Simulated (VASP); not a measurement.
# CdH6 (P4mm) in VASP: single point with PBE

Aim: the single point of CdH6 with PBE.

Everything below comes from runs of VASP 6.6.1. Logs are shortened: lines on timing, memory, paths and dates and some standing lists are left out, and cuts for length are marked.

## 1. The cell of the first run

The typed cell holds 7 atoms: a = 3.553 Å, b = 3.553 Å, c = 5.155 Å, α = 90.00°, β = 90.00°, γ = 90.00°.

The cell was generated, and may not be a known phase.

## 2. Single point, PBE

INCAR

```
SYSTEM = CdH6
  PREC = Accurate
  ENCUT = 630
  EDIFF = 1E-6
  ISMEAR = 0
  SIGMA = 0.1
  LREAL = .FALSE.
  LASPH = .TRUE.
  NELM = 120
  ALGO = Normal
  ISIF = 2
  LWAVE = .FALSE.
  LCHARG = .TRUE.
  GGA = PE
  LELF = .TRUE.
  LVHAR = .TRUE.
  NBANDS = 22
  GGA_COMPAT = .FALSE.
```

KPOINTS

```
Automatic mesh
0
G
  4 4 6
  0 0 0
```

POSCAR

```
CdH6
1.0
    3.5527471977      0.0000000000      0.0000000000
    0.0000000000      3.5527471977      0.0000000000
    0.0000000000      0.0000000000      5.1549170810
Cd H
1 6
Direct
    0.0000000000      0.0000000000      0.9693474868
    0.1795618186      0.1795618186      0.4692110796
    0.8204381814      0.8204381814      0.4692110796
    0.8204381814      0.1795618186      0.4692110796
    0.1795618186      0.8204381814      0.4692110796
    0.5000000000      0.0000000000     -0.0304939227
    0.0000000000      0.5000000000     -0.0304939227
```

Potentials or basis: VASP PAW PBE potentials, release 64 (Cd_sv_GW, H).

Run with:

```sh
> cat potpaw_PBE.64/Cd_sv_GW/POTCAR potpaw_PBE.64/H/POTCAR > POTCAR
> mpirun -np 1 vasp_std > vasp.out
```

OUTCAR:

```text
SYSTEM = CdH6
   PREC = Accurate
   ENCUT = 630
   EDIFF = 1E-6
   ISMEAR = 0
   LREAL = .FALSE.
   LASPH = .TRUE.
   NELM = 120
   ISIF = 2
   GGA = PE

 ion  position               nearest neighbor table
   1  0.000  0.000  0.969-   6 1.78   7 1.78   7 1.78   6 1.78
   2  0.180  0.180  0.469-
   3  0.820  0.820  0.469-
   4  0.820  0.180  0.469-
   5  0.180  0.820  0.469-
   6  0.500  0.000  0.970-   1 1.78   1 1.78
   7  0.000  0.500  0.970-   1 1.78   1 1.78

  LATTYP: Found a simple tetragonal cell.
 ALAT       =     3.5527471977
 C/A-ratio  =     1.4509664758

  Lattice vectors:

 A1 = (   3.5527471977,   0.0000000000,   0.0000000000)
 A2 = (   0.0000000000,   3.5527471977,   0.0000000000)
 A3 = (   0.0000000000,   0.0000000000,   5.1549170810)

Analysis of symmetry for initial positions (statically):
=====================================================================
 Subroutine PRICEL returns:
 Original cell was already a primitive cell.

 Routine SETGRP: Setting up the symmetry group for a
 simple tetragonal supercell.

 Subroutine GETGRP returns: Found  8 space group operations
 (whereof  8 operations were pure point group operations)
 out of a pool of 16 trial point group operations.

The static configuration has the point symmetry C_4v.

Analysis of symmetry for dynamics (positions and initial velocities):
=====================================================================
 Subroutine PRICEL returns:
 Original cell was already a primitive cell.

 Routine SETGRP: Setting up the symmetry group for a
 simple tetragonal supercell.

 Subroutine GETGRP returns: Found  8 space group operations
 (whereof  8 operations were pure point group operations)
 out of a pool of 16 trial point group operations.

The dynamic configuration has the point symmetry C_4v.

 Subroutine INISYM returns: Found  8 space group operations
 (whereof  8 operations are pure point group operations),
 and found     1 'primitive' translations

----------------------------------------------------------------------------------------

                                     Primitive cell

  volume of cell :      65.0654

  direct lattice vectors                    reciprocal lattice vectors
     3.552747198  0.000000000  0.000000000     0.281472321  0.000000000  0.000000000
[... 96 lines left out ...]
   LREAL  =      F    real-space projection
   EDIFFG = 0.1E-04   stopping-criterion for IOM
   NSW    =      0    number of steps for IOM
   IBRION =     -1    ionic relax: 0-MD 1-quasi-New 2-CG
   NFREE  =      0    steps in history (QN), initial steepest desc. (CG)
   ISIF   =      2    stress and relaxation
   ISYM   =      2    0-nonsym 1-usesym 2-fastsym
   POTIM  = 0.5000    time-step for ionic-motion
   TEBEG  =    0.0;   TEEND  =   0.0 temperature during run
   PSTRESS=    0.0 pullay stress
   NELECT =      26.0000    total number of electrons
   NUPDOWN=      -1.0000    fix difference up-down
   EMIN   =  10.00;   EMAX   =-10.00  energy-range for DOS
   EFERMI =   0.00;   METHOD = LEGACY
   ISMEAR =     0;   SIGMA  =   0.10  broadening in eV -4-tet -1-fermi 0-gaus
   EFERMI_NEDOS =   21; number of points for ismear=-14 and -15
   IALGO  =     38    algorithm
   IMIX   =      4    mixing-type and parameters
     AMIX     =   0.40;   BMIX     =  1.00
     AMIX_MAG =   1.60;   BMIX_MAG =  1.00
  volume/ion in A,a.u.               =       9.30        62.73
  Fermi-wavevector in a.u.,A,eV,Ry     =   1.205820  2.278670 19.782899  1.454002
  Thomas-Fermi vector in A             =   2.341505
   LORBIT       =      0    0 simple, 1 ext, 2 COOP (PROOUT), +10 PAW based schemes
   GGA     = PE    functional components
   LHFCALC =     F    Hartree Fock is set to
   AEXX    =    0.0000 exact exchange contribution
   IVDW    =     0    specifies the selected vdW correction
   LEPSILON=     F    determine dielectric tensor
   LRPA    =     F    only Hartree local field effects (RPA)
 non-spin polarized calculation
 Gauss-broadening in eV      SIGMA  =   0.10
  energy-cutoff  :      630.00
  volume of cell :       65.07
 maximum number of plane-waves:      2358
 NGX is ok and might be reduce to    30
   NGX = 15   NGY = 15   NGZ = 21

 number of electron      25.9999984 magnetization

 Free energy of the ion-electron system (eV)
  ---------------------------------------------------
  ext. energy  EPLUGINS =         0.00000000
  ---------------------------------------------------
  free energy    TOTEN  =       -14.67124857 eV

  energy without entropy =      -14.65932102  energy(sigma->0) =      -14.66528479

 E-fermi :   0.5299     XC(G=0):  -8.5571

 val. band max:        0.4493768444   @ k =   0.5000   0.5000   0.5000
 cond. band min:       0.5549937557   @ k =   0.5000   0.2500   0.1667
 fundamental gap:      0.1056169112
 Fermi energy:         0.5298724201

 k-point     1 :       0.0000    0.0000    0.0000
  band No.  band energies     occupation
      1    -102.2621      2.00000
      2     -63.3261      2.00000
      3     -63.2961      2.00000
      4     -63.2961      2.00000
      5      -9.6437      2.00000
      6      -9.2128      2.00000
[... 589 lines left out ...]
     21      12.5302      0.00000
     22      12.5302      0.00000

------------------------ aborting loop because EDIFF is reached ----------------------------------------

  FORCE on cell =-STRESS in cart. coord.  units (eV):
  Direction    XX          YY          ZZ          XY          YZ          ZX
  --------------------------------------------------------------------------------------
  -------------------------------------------------------------------------------------
  Total        0.0090489      0.0090489      0.0979684      0.0000000      0.0000000      0.0000000
  in kB        0.2228216      0.2228216      2.4123834      0.0000000      0.0000000      0.0000000
  external PRESSURE =       0.9526756 kB  Pullay stress =       0.0000000 kB

 VOLUME and BASIS-vectors are now :
 -----------------------------------------------------------------------------
  energy-cutoff  :      630.00
  volume of cell :       65.07
      direct lattice vectors                 reciprocal lattice vectors
     3.552747198  0.000000000  0.000000000     0.281472321  0.000000000  0.000000000
     0.000000000  3.552747198  0.000000000     0.000000000  0.281472321  0.000000000
     0.000000000  0.000000000  5.154917081     0.000000000  0.000000000  0.193989541

 POSITION                                       TOTAL-FORCE (eV/Angst)
 -----------------------------------------------------------------------------------
      0.00000      0.00000      4.99691        -0.000000      0.000000     -0.001406
      0.63794      0.63794      2.41874        -0.004080     -0.004080      0.000724
      2.91481      2.91481      2.41874         0.004080      0.004080      0.000724
      2.91481      0.63794      2.41874         0.004080     -0.004080      0.000724
      0.63794      2.91481      2.41874        -0.004080      0.004080      0.000724
      1.77637      0.00000      4.99772        -0.000000      0.000000     -0.000744
      0.00000      1.77637      4.99772        -0.000000      0.000000     -0.000744
 -----------------------------------------------------------------------------------
    total drift:                                0.000000     -0.000000     -0.001232

  FREE ENERGIE OF THE ION-ELECTRON SYSTEM (eV)
  ---------------------------------------------------
  free  energy   TOTEN  =       -14.6712485667 eV

  energy  without entropy=      -14.6593210151  energy(sigma->0) =      -14.66528479
```

OSZICAR:

```text
N       E                     dE             d eps       ncg     rms          rms(c)
DAV:   1     0.332972531211E+03    0.33297E+03   -0.15650E+04  1184   0.150E+03
DAV:   2     0.152419544079E+02   -0.31773E+03   -0.28030E+03  1064   0.494E+02
DAV:   3    -0.144847415031E+02   -0.29727E+02   -0.29266E+02  1600   0.169E+02
DAV:   4    -0.155956465582E+02   -0.11109E+01   -0.11101E+01  1256   0.319E+01
DAV:   5    -0.156344850754E+02   -0.38839E-01   -0.38837E-01  1612   0.655E+00    0.266E+01
DAV:   6    -0.148694688552E+02    0.76502E+00   -0.26720E+00  1700   0.308E+01    0.206E+01
DAV:   7    -0.147138233183E+02    0.15565E+00   -0.10698E+00  1606   0.139E+01    0.548E+00
DAV:   8    -0.146774605468E+02    0.36363E-01   -0.27406E-01  1734   0.556E+00    0.113E+00
DAV:   9    -0.146729510866E+02    0.45095E-02   -0.13995E-02  1506   0.960E-01    0.357E-01
DAV:  10    -0.146712081584E+02    0.17429E-02   -0.41704E-03  1584   0.726E-01    0.161E-01
DAV:  11    -0.146712294386E+02   -0.21280E-04   -0.42472E-04  1616   0.224E-01    0.632E-02
DAV:  12    -0.146712470718E+02   -0.17633E-04   -0.22596E-05  1198   0.298E-02    0.161E-02
DAV:  13    -0.146712483850E+02   -0.13132E-05   -0.17164E-06  1212   0.201E-02    0.266E-03
DAV:  14    -0.146712485667E+02   -0.18166E-06   -0.44453E-07   878   0.482E-03
   1 F= -.14671249E+02 E0= -.14665285E+02  d E =-.119276E-01
```

stdout:

```text
POSCAR found type information on POSCAR CdH
 POSCAR found :  2 types and       7 ions
 scaLAPACK will be used
 LDA part: xc-table for (Slater+PW92), standard interpolation
 POSCAR, INCAR and KPOINTS ok, starting setup
 FFT: planning ... GRIDC
 FFT: planning ... GRID_SOFT
 FFT: planning ... GRID
 WAVECAR not read
 entering main loop
```

Run time: 51 s. Hardware: 1 thread of AMD EPYC 7R13 (Zen 3), shared host; peak memory 0.19 GiB.

Results:

```
Free energy            : -14.6712 eV
Pressure               : 0.1 GPa
Largest force          : 0.006 eV/Å
Band gap on the k mesh : zero (bands 13 and 14 overlap by 2.48 eV)
```

Forces on the atoms (eV/Å):
```
Cd   0.000  0.000 -0.001
H   -0.004 -0.004  0.001
H    0.004  0.004  0.001
H    0.004 -0.004  0.001
H   -0.004  0.004  0.001
H    0.000  0.000 -0.001
H    0.000  0.000 -0.001
```

Stress tensor (GPa, compression positive):
```
0.02 0.00 0.00
0.00 0.02 0.00
0.00 0.00 0.24
```

Caveat: the k points lie up to 0.44 Å⁻¹ apart, too coarse for converged energies and pressures of a metal.

The gap in the log of VASP goes by the Fermi energy; the results here count the filled bands.